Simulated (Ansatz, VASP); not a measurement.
# Two plane-wave programs on AlGaN2

```xyz
4
Lattice="3.1839 0.0000 0.0000 0.0000 3.1839 0.0000 0.0000 0.0000 4.3051" Properties=species:S:1:pos:R:3 pbc="T T T"
Al    1.5920    1.5920    2.1525
Ga    0.0000    0.0000    0.0000
N     1.5920    0.0000    3.1783
N     0.0000    1.5920    1.1268
```

Alike in both runs: task single point; functional r2SCAN; k mesh 8 × 8 × 6; occupations gaussian, width 0.05 eV; no spin polarisation.

|  | VASP | Ansatz |
| --- | --- | --- |
| version | VASP 6.6.1 | Ansatz 0.2.0 |
| potentials or method | VASP PAW PBE potentials, release 64 (Al, Ga_d, N), cutoff 520 eV | scalar-relativistic, plane waves, PAW |
| valence electrons in the cell | 26 | 26 |

```csv
,VASP,Ansatz,Ansatz less VASP
gap on the k mesh at the Fermi level (eV),3.40,3.39,-0.009
least direct gap on the mesh (eV),3.40,3.39,-0.009
pressure (GPa),-0.3,-0.6,-0.29
"traceless stress, the component that is largest in VASP (GPa)",3.42,3.39,-0.032
rms of the force components (eV/Å),0.028,0.008,-0.0202
```

VASP's potentials were made for PBE, not for r2SCAN. Atom by atom the forces differ by 0.036 eV/Å (rms over components). With one functional, cell and mesh, what is left measures potentials, basis and numerics.
